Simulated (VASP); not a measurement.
Set up this calculation in VASP 6.6.1, as the native input.

| Quantity | Value |
| --- | --- |
| Task | single point |
| Functional | PBE |
| Potentials or basis | VASP PAW PBE potentials, release 64 (Al, Ga_d, P) |
| Cutoff | 520 eV |
| k mesh | 4 × 4 × 4 |
| Occupations | gaussian, width 0.1 eV |
| Spin | no spin polarisation |
| Dipole correction | no |
| Further INCAR settings | ALGO = Normal; EDIFF = 1e-06; NBANDS = 41 |

The structure of AlGa3P4 lies in POSCAR:

```
AlGa3P4
1.0
   -2.7536302000      2.7536302000      5.5070794000
    2.7536302000     -2.7536302000      5.5070794000
    2.7536302000      2.7536302000     -5.5070794000
Al Ga P
1 3 4
Direct
    0.5000000000      0.5000000000      0.0000000000
    0.0000000000      0.0000000000      0.0000000000
    0.2500000000      0.7500000000      0.5000000000
    0.7500000000      0.2500000000      0.5000000000
    0.1256490000      0.1256490000      0.5007810000
    0.3751320000      0.8743510000      0.0000000000
    0.6248680000      0.6248680000      0.4992190000
    0.8743510000      0.3751320000      0.0000000000
```

The input as run:

INCAR

```
PREC = Accurate ; ENCUT = 520
EDIFF = 1E-6 ; ISMEAR = 0
SIGMA = 0.1 ; LREAL = F
LASPH = T ; NELM = 60
ALGO = Normal ; ISIF = 2
LWAVE = F ; LCHARG = F
GGA = PE ; NBANDS = 41
```

KPOINTS

```
regular mesh
0
Gamma
  4 4 4
```

Potentials or basis: VASP PAW PBE potentials, release 64 (Al, Ga_d, P).

The run is started by

```sh
$ cat potpaw_PBE.64/Al/POTCAR potpaw_PBE.64/Ga_d/POTCAR potpaw_PBE.64/P/POTCAR > POTCAR
$ mpirun -np 1 vasp_std > vasp.out
```

It gave:

| Property | Result |
| --- | --- |
| Pressure | 0.0 GPa |
| Largest force | 0.006 eV/Å |
| Band gap on the k mesh | 1.63 eV, indirect (least direct gap 1.71 eV) |

Wall time 97 s on 1 thread of Intel(R) Xeon(R) Platinum 8488C (Sapphire Rapids), with other jobs on the host, peak memory 0.38 GiB.
